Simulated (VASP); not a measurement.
Set up this calculation in VASP 6.6.1, as the native input.

* Task: single point
* Functional: PBE
* Potentials or basis: VASP PAW PBE potentials, release 64 (Ti_sv, O)
* Cutoff: 520 eV
* k mesh: 11 × 11 × 11
* Occupations: fermi-dirac, width 0.02 eV
* Spin: no spin polarisation
* Dipole correction: no
* Further INCAR settings: ALGO = Normal; EDIFF = 1e-07; NBANDS = 33

The structure of TiO2 lies in POSCAR:

```
TiO2
1.0
   -1.8921000000      1.8921000000      4.6145810000
    1.8921000000     -1.8921000000      4.6145810000
    1.8921000000      1.8921000000     -4.6145810000
Ti O
2 4
Direct
    0.0000000000      0.0000000000      0.0000000000
    0.7500000000      0.2500000000      0.5000000000
    0.2128749106      0.2128749106      0.0000000000
    0.9628749106      0.4628749106      0.5000000000
    0.5371250894      0.0371250894      0.5000000000
    0.7871250894      0.7871250894      0.0000000000
```

This cell differs from its parent crystal: z stretched by -3 %, then relaxed in part.

These files were run (other wordings do the same):

INCAR

```
ALGO = Normal
EDIFF = 1E-7
ENCUT = 520
GGA = PE
ISIF = 2
ISMEAR = -1
LASPH = True
LCHARG = False
LREAL = False
LWAVE = False
NBANDS = 33
NELM = 80
PREC = Accurate
SIGMA = 0.02
```

KPOINTS

```
k-points
0
Gamma
  11 11 11
```

Potentials or basis: VASP PAW PBE potentials, release 64 (Ti_sv, O).

Command:

```console
$ cat potpaw_PBE.64/Ti_sv/POTCAR potpaw_PBE.64/O/POTCAR > POTCAR
$ mpirun -np 1 vasp_std > vasp.out
```

It gave:

The pressure is 10.8 GPa, the largest force is 0.027 eV/Å and the band gap on the k mesh is 1.98 eV (least direct gap 2.44 eV).

Caveat: the cell differs from its parent crystal (z stretched by -3 %, then relaxed in part); the cell stands under pressure; an odd mesh through Γ misses points on the zone boundary, where band edges can lie.

It took 13 min on 1 thread of Intel Xeon 8259CL (shared host), peak memory 0.39 GiB.
